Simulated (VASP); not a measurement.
## AlN: single point with PBE

The system is AlN.

```
Al N
1.0
     6.25951    0.00000    0.00000
    -3.12976    5.42090    0.00000
     0.00000    0.00000    5.01740
Al N
8 8
Direct
  0.33355 0.16647 0.50002
  0.33355 0.66647 0.50002
  0.83355 0.16647 0.50002
  0.83355 0.66647 0.50002
  0.16647 0.33355 0.00002
  0.16647 0.83355 0.00002
  0.66647 0.33355 0.00002
  0.66647 0.83355 0.00002
  0.33196 0.16802 0.87998
  0.16802 0.33196 0.37998
  0.33196 0.66802 0.87998
  0.16802 0.83196 0.37998
  0.83196 0.16802 0.87998
  0.66802 0.33196 0.37998
  0.83196 0.66802 0.87998
  0.66802 0.83196 0.37998
```

```yaml
Program: VASP 6.6.1
Task: single point
Functional: PBE
Potentials_or_basis: VASP PAW PBE potentials, release 64 (Al, N)
Cutoff: 520 eV
k_mesh: 1 × 1 × 2
Occupations: fermi-dirac, width 0.01 eV
Spin: no spin polarisation
```

The pressure is 0.8 GPa. The largest force is 0.478 eV/Å. The band gap on the k mesh is 4.00 eV.

Forces in eV/Å, atoms in the order of the input:
```
Al   0.113 -0.067 -0.428
Al   0.113 -0.067 -0.428
Al   0.113 -0.067 -0.428
Al   0.113 -0.067 -0.428
Al  -0.114  0.064 -0.428
Al  -0.114  0.064 -0.428
Al  -0.114  0.064 -0.428
Al  -0.114  0.064 -0.428
N    0.186 -0.106  0.428
N   -0.184  0.108  0.428
N    0.186 -0.106  0.428
N   -0.184  0.108  0.428
N    0.186 -0.106  0.428
N   -0.184  0.108  0.428
N    0.186 -0.106  0.428
N   -0.184  0.108  0.428
```

Stress tensor (GPa, compression positive):
```
 5.02 -0.69  0.00
-0.69  4.23  0.00
 0.00  0.00 -6.79
```

Levels at points of the mesh, in eV from the valence-band top:
```
           k point  band 30  band 31  band 32  band 33  band 34  band 35
(0.00, 0.00, 0.00)    -0.16    -0.15     0.00     4.00     5.58     5.58
(0.00, 0.00, 0.50)    -0.51    -0.47    -0.47     5.08     5.08     5.14
```

It took 23 s on 1 thread of AMD EPYC 9R45 96-Core Processor (Zen 5), with other jobs on the host, peak memory 0.25 GiB.

Caveat: the k points lie up to 1.16 Å⁻¹ apart.
